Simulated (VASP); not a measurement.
A run of VASP 6.6.1 is set up as follows.

Contents of INCAR:

```
SYSTEM = Hf
ALGO     = Normal         ! electronic algorithm
EDIFF    = 1E-6           ! SCF threshold, eV
ENCUT    = 520            ! plane-wave cutoff, eV
GGA      = PE             ! functional
ISIF     = 2              ! what is computed and relaxed
ISMEAR   = -1             ! smearing method
LASPH    = .TRUE.         ! aspherical terms in the spheres
LCHARG   = .TRUE.         ! write CHGCAR
LELF     = .TRUE.         ! ELF
LREAL    = .FALSE.        ! projectors in reciprocal space
LVHAR    = .TRUE.       
LWAVE    = .FALSE.        ! write WAVECAR
NBANDS   = 11             ! bands
NELM     = 60             ! most SCF steps
PREC     = Accurate       ! precision mode
SIGMA    = 0.08           ! smearing width, eV
```

File KPOINTS:

```
k-points
0
G
  16 16 16
  0 0 0
```

File POSCAR:

```
Hf
1.0
   -1.8199180319      1.8199180319      1.8199180319
    1.8199180319     -1.8199180319      1.8199180319
    1.8199180319      1.8199180319     -1.8199180319
Hf
1
Direct
    0.0000000000      0.0000000000      0.0000000000
```

Potentials or basis: VASP PAW PBE potentials, release 64 (Hf_pv).

Run with:

```sh
$ cat potpaw_PBE.64/Hf_pv/POTCAR > POTCAR
$ mpirun -np 1 vasp_std > vasp.out
```

**Question.** What does it give for the pressure?

**Answer.** -7.1 GPa.

**Question.** Predict the band gap on the k mesh.

**Answer.** Zero (band 5 reaches 5.55 eV, above the bottom of band 6 at 3.40 eV).

Caveat: spin-orbit coupling is left out, which moves the levels of the heavy elements.
